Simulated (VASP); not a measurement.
Here is a VASP 6.6.1 calculation.

Contents of INCAR:

```
ALGO = Normal
EDIFF = 1E-6
ENCUT = 520
GGA = PS
ISIF = 2
ISMEAR = 0
LASPH = True
LCHARG = True
LELF = True
LREAL = False
LVHAR = True
LWAVE = False
NBANDS = 23
NELM = 80
PREC = Accurate
SIGMA = 0.01
```

File KPOINTS:

```
k-points
0
Gamma
  8 8 8
```

POSCAR

```
CaB6
1.0
    4.1275730682      0.0000000000      0.0000000000
    0.0000000000      4.1275730682      0.0000000000
    0.0000000000      0.0000000000      4.1275730682
Ca B
1 6
Direct
    0.5000000000      0.5000000000      0.5000000000
    0.0000000000      0.0000000000      0.2983653000
    0.0000000000      0.0000000000      0.7016347000
    0.2983653000      0.0000000000      0.0000000000
    0.7016347000      0.0000000000      0.0000000000
    0.0000000000      0.2983653000      0.0000000000
    0.0000000000      0.7016347000      0.0000000000
```

Potentials or basis: VASP PAW PBE potentials, release 64 (Ca_sv, B).

Command:

```console
$ cat potpaw_PBE.64/Ca_sv/POTCAR potpaw_PBE.64/B/POTCAR > POTCAR
$ mpirun -np 1 vasp_std > vasp.out
```

Q: What does it give for the band gap on the k mesh?

A: 0.07 eV, indirect (least direct gap 0.07 eV).

Q: Predict the largest force.

A: 0.029 eV/Å.

Q: Predict the pressure.

A: 0.3 GPa.

Forces on the atoms (eV/Å):
```
Ca   0.000  0.000  0.000
B    0.000  0.000  0.029
B    0.000  0.000 -0.029
B    0.029  0.000  0.000
B   -0.029  0.000  0.000
B    0.000  0.029  0.000
B    0.000 -0.029  0.000
```

Caveat: the PAW data sets were made with another functional, which shifts forces and pressure a little. A k mesh can miss the band edges.
